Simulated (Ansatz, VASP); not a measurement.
**One calculation of HC4, two programs**

File INCAR:

```
SYSTEM = HC4
ALGO = Normal ; DIPOL = 0.5 0.5 0.251
EDIFF = 1E-6 ; ENCUT = 520
GGA = PE ; IDIPOL = 3
ISIF = 2 ; ISMEAR = 0
IVDW = 12 ; LASPH = .True.
LCHARG = .False. ; LDIPOL = .True.
LREAL = .False. ; LWAVE = .False.
NBANDS = 28 ; NELM = 100
PREC = Accurate ; SIGMA = 0.1
```

File KPOINTS:

```
k-points
0
Gamma
  6 6 1
  0 0 0
```

Contents of POSCAR:

```
HC4
1.0
    4.9313048819      0.0000000000      0.0000000000
   -2.4656524409      4.2706353015      0.0000000000
    0.0000000000      0.0000000000     18.0000331942
C H
8 2
Direct
    0.3333333333      0.1666666667      0.2222236565
    0.3333333333      0.6666666667      0.2222236565
    0.8333333333      0.1666666667      0.2222236565
    0.8333333333      0.6666666667      0.2222236565
    0.1666666667      0.3333333333      0.2222218124
    0.1666666667      0.8333333333      0.2222218124
    0.6666666667      0.3333333333      0.2222218124
    0.6666666667      0.8333333333      0.2222218124
    0.2135881515      0.1666666667      0.3666678346
    0.4530785152      0.1666666667      0.3666678346
```

Input for Ansatz:

```yaml
crystal:
  lattice:
    - [4.9313048819, 0.0, 0.0]
    - [-2.4656524409, 4.2706353015, 0.0]
    - [0.0, 0.0, 18.0000331942]
  atoms:
    - { symbol: C, position: [0.3333333333, 0.1666666667, 0.2222236565] }
    - { symbol: C, position: [0.3333333333, 0.6666666667, 0.2222236565] }
    - { symbol: C, position: [0.8333333333, 0.1666666667, 0.2222236565] }
    - { symbol: C, position: [0.8333333333, 0.6666666667, 0.2222236565] }
    - { symbol: C, position: [0.1666666667, 0.3333333333, 0.2222218124] }
    - { symbol: C, position: [0.1666666667, 0.8333333333, 0.2222218124] }
    - { symbol: C, position: [0.6666666667, 0.3333333333, 0.2222218124] }
    - { symbol: C, position: [0.6666666667, 0.8333333333, 0.2222218124] }
    - { symbol: H, position: [0.2135881515, 0.1666666667, 0.3666678346] }
    - { symbol: H, position: [0.4530785152, 0.1666666667, 0.3666678346] }
basis:
  ecutwfc: 420
kpoints:
  mp_grid: { grid: [6, 6, 1] }
hamiltonian:
  xc: pbe
  pseudopotentials: { kind: paw, azcp: { folder: soft_1 } }
  dispersion: d3bj
scf:
  occupations: { method: gaussian, width: 0.1 }
output:
  forces: true
  eigenvalues: true
efield:
  axis: 3
  dipole_correction: true
  ramp_width: 0.04
```

Alike in both runs: task single point; functional PBE; dispersion D3(BJ); k mesh 6 × 6 × 1; occupations gaussian, width 0.1 eV; no spin polarisation.

|  | VASP | Ansatz |
| --- | --- | --- |
| version | VASP 6.6.1 | Ansatz 0.2.0 |
| potentials or method | VASP PAW PBE potentials, release 64 (C, H), cutoff 520 eV | scalar-relativistic, plane waves, PAW |
| valence electrons in the cell | 34 | 34 |

|  | VASP | Ansatz | Ansatz less VASP |
| --- | --- | --- | --- |
| gap on the k mesh at the Fermi level (eV) | 0.02 | 0.02 | 0.000 |
| least direct gap on the mesh (eV) | 0.02 | 0.02 | 0.000 |
| rms of the force components (eV/Å) | 1.203 | 1.203 | -0.0001 |

Atom by atom the forces differ by 0.000 eV/Å (rms over components).
